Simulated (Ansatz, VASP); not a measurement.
**One calculation of SiC, two programs**

Contents of INCAR:

```
SYSTEM = SiC
PREC     = Accurate       ! precision mode
ENCUT    = 520            ! plane-wave cutoff, eV
EDIFF    = 1E-6           ! SCF threshold, eV
ISMEAR   = 0              ! smearing method
SIGMA    = 0.05           ! smearing width, eV
LREAL    = .FALSE.        ! projectors in reciprocal space
LASPH    = .TRUE.         ! aspherical terms in the spheres
NELM     = 60             ! most SCF steps
ALGO     = Normal         ! electronic algorithm
ISIF     = 2              ! what is computed and relaxed
LWAVE    = .FALSE.        ! write WAVECAR
LCHARG   = .TRUE.         ! write CHGCAR
GGA      = PE             ! functional
LELF     = .TRUE.         ! ELF
LVHAR    = .TRUE.       
NBANDS   = 26             ! bands
```

The input KPOINTS:

```
Automatic mesh
0
G
  12 12 4
  0 0 0
```

Contents of POSCAR:

```
SiC
1.0
    3.0756941497      0.0000000000      0.0000000000
   -1.5378470748      2.6636292679      0.0000000000
    0.0000000000      0.0000000000     10.0706464800
Si C
4 4
Direct
    0.6666666667      0.3333333333      0.9378419800
    0.3333333333      0.6666666667      0.4378419800
    0.0000000000      0.0000000000      0.6878943800
    0.0000000000      0.0000000000      0.1878943800
    0.6666666667      0.3333333333      0.7498025900
    0.3333333333      0.6666666667      0.2498025900
    0.0000000000      0.0000000000      0.5004600500
    0.0000000000      0.0000000000      0.0004600500
```

Input for Ansatz:

```yaml
crystal:
  lattice:
    - [3.0756941497, 0.0, 0.0]
    - [-1.5378470748, 2.6636292679, 0.0]
    - [0.0, 0.0, 10.07064648]
  atoms:
    - { symbol: Si, position: [0.6666666667, 0.3333333333, 0.93784198] }
    - { symbol: Si, position: [0.3333333333, 0.6666666667, 0.43784198] }
    - { symbol: Si, position: [0.0, 0.0, 0.68789438] }
    - { symbol: Si, position: [0.0, 0.0, 0.18789438] }
    - { symbol: C, position: [0.6666666667, 0.3333333333, 0.74980259] }
    - { symbol: C, position: [0.3333333333, 0.6666666667, 0.24980259] }
    - { symbol: C, position: [0.0, 0.0, 0.50046005] }
    - { symbol: C, position: [0.0, 0.0, 0.00046005] }
basis:
  ecutwfc: 420
kpoints:
  mp_grid: { grid: [12, 12, 4] }
hamiltonian:
  xc: pbe
scf:
  occupations: { method: gaussian, width: 0.05 }
output:
  forces: true
  stress: true
  eigenvalues: true
  write_density: true
  write_potential: true
  elf: true
  volumetric_format: npy
```

Alike in both runs: task single point; functional PBE; k mesh 12 × 12 × 4; occupations gaussian, width 0.05 eV; no spin polarisation.

|  | VASP | Ansatz |
| --- | --- | --- |
| version | VASP 6.6.1 | Ansatz 0.2.0 |
| potentials or method | VASP PAW PBE potentials, release 64 (Si, C), cutoff 520 eV | scalar-relativistic, plane waves, PAW |
| valence electrons in the cell | 32 | 32 |

|  | VASP | Ansatz | Ansatz less VASP |
| --- | --- | --- | --- |
| gap on the k mesh at the Fermi level (eV) | 2.23 | 2.23 | +0.001 |
| least direct gap on the mesh (eV) | 3.35 | 3.35 | +0.002 |
| pressure (GPa) | 3.9 | 3.9 | +0.06 |
| traceless stress, the component that is largest in VASP (GPa) | -0.09 | -0.09 | -0.005 |
